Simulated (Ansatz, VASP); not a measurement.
# Two plane-wave programs on Si3O

```
Si O
1.0
     5.11022    0.00000    0.00000
    -2.55511    4.42558    0.00000
     0.00000    0.00000    4.64809
Si O
6 2
Direct
  0.83446 0.66892 0.25000
  0.16554 0.83446 0.75000
  0.33108 0.16554 0.25000
  0.16554 0.33108 0.75000
  0.83446 0.16554 0.25000
  0.66892 0.83446 0.75000
  0.33333 0.66667 0.25000
  0.66667 0.33333 0.75000
```

Alike in both runs: functional PBE; k mesh 12 × 12 × 10; occupations gaussian, width 0.1 eV; no spin polarisation.

Ansatz relaxed the structure, and its values are those at the end. VASP's run is a single point on that final structure, the one shown.

|  | VASP | Ansatz |
| --- | --- | --- |
| version | VASP 6.6.1 | Ansatz 0.2.0 |
| potentials or method | VASP PAW PBE potentials, release 64 (Si, O), cutoff 520 eV | scalar-relativistic, plane waves, PAW |
| valence electrons in the cell | 36 | 36 |

|  | VASP | Ansatz | Ansatz less VASP |
| --- | --- | --- | --- |
| gap on the k mesh at the Fermi level (eV) | none | none | - |
| pressure (GPa) | 0.0 | 0.0 | +0.04 |

A gap of «none» marks a metal or a gap that the smearing closes. The functional is the same, so the differences come from potentials, cutoffs and numerics.
